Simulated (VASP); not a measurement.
Set up this calculation in VASP 6.6.1, as the native input.

| Item | Value |
| --- | --- |
| Task | single point |
| Functional | PBEsol |
| Potentials or basis | VASP PAW PBE potentials, release 64 (Sc_sv) |
| Cutoff | 520 eV |
| k mesh | 15 × 15 × 8 |
| Occupations | fermi-dirac, width 0.1 eV |
| Spin | no spin polarisation |
| Dipole correction | no |
| Further INCAR settings | ALGO = Normal; EDIFF = 1e-06; NBANDS = 18 |

The structure of Sc lies in POSCAR:

```
Sc
1.0
    3.1445799668      0.0000000000      0.0000000000
   -1.5722899834      2.7232861355      0.0000000000
    0.0000000000      0.0000000000      4.8760878923
Sc
2
Direct
    0.3333333333      0.6666666667      0.2500000000
    0.6666666667      0.3333333333      0.7500000000
```

One way to write it, as run:

INCAR

```
SYSTEM = Sc
ALGO = Normal
EDIFF = 1E-6
ENCUT = 520
GGA = PS
ISIF = 2
ISMEAR = -1
LASPH = .True.
LCHARG = .True.
LELF = .True.
LREAL = .False.
LVHAR = .True.
LWAVE = .False.
NBANDS = 18
NELM = 60
PREC = Accurate
SIGMA = 0.1
```

KPOINTS

```
k-points
0
Gamma
  15 15 8
  0 0 0
```

Potentials or basis: VASP PAW PBE potentials, release 64 (Sc_sv).

Command:

```console
$ cat potpaw_PBE.64/Sc_sv/POTCAR > POTCAR
$ mpirun -np 1 vasp_std > vasp.out
```

Results of the run:

```json
{
 "Pressure": "8.9 GPa",
 "Band gap on the k mesh": "zero (band 11 reaches 5.72 eV, above the bottom of band 12 at 3.94 eV)"
}
```

Caveat: the PAW data sets were made with another functional, which shifts forces and pressure a little.

It took 29 s on 1 thread of Intel(R) Xeon(R) 6975P-C (Granite Rapids), with other jobs on the host, peak memory 0.21 GiB.
